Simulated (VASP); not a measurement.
Here is a VASP 6.6.1 calculation.

INCAR

```
SYSTEM = SiO2
PREC = Accurate
ENCUT = 520
EDIFF = 1E-6
ISMEAR = 0
SIGMA = 0.05
LREAL = .FALSE.
LASPH = .TRUE.
NELM = 60
ALGO = Normal
ISIF = 2
LWAVE = .FALSE.
LCHARG = .FALSE.
GGA = PE
NBANDS = 25
```

File KPOINTS:

```
regular mesh
0
G
  6 6 8
  0 0 0
```

POSCAR

```
SiO2
1.0
    4.2994000000      0.0000000000      0.0000000000
    0.0000000000      4.2994000000      0.0000000000
    0.0000000000      0.0000000000      2.6897743053
Si O
2 4
Direct
    0.5000000000      0.5000000000      0.5000000000
    0.0000000000      0.0000000000      0.0000000000
    0.6930127928      0.6930127928      0.0000000000
    0.1930127928      0.8069872072      0.5000000000
    0.3069872072      0.3069872072      0.0000000000
    0.8069872072      0.1930127928      0.5000000000
```

Potentials or basis: VASP PAW PBE potentials, release 64 (Si, O).

Launch:

```console
$ cat potpaw_PBE.64/Si/POTCAR potpaw_PBE.64/O/POTCAR > POTCAR
$ mpirun -np 1 vasp_std > vasp.out
```

What does it give for the largest force?

0.301 eV/Å.

Estimate the band gap on the k mesh.

4.58 eV, direct.

Forces in eV/Å, atoms in the order of the input:
```
Si   0.000  0.000  0.000
Si   0.000  0.000  0.000
O   -0.213 -0.213  0.000
O   -0.213  0.213  0.000
O    0.213  0.213  0.000
O    0.213 -0.213  0.000
```

A k mesh can miss the band edges. A hybrid or GW would open this gap; PBE tends to underestimate it.
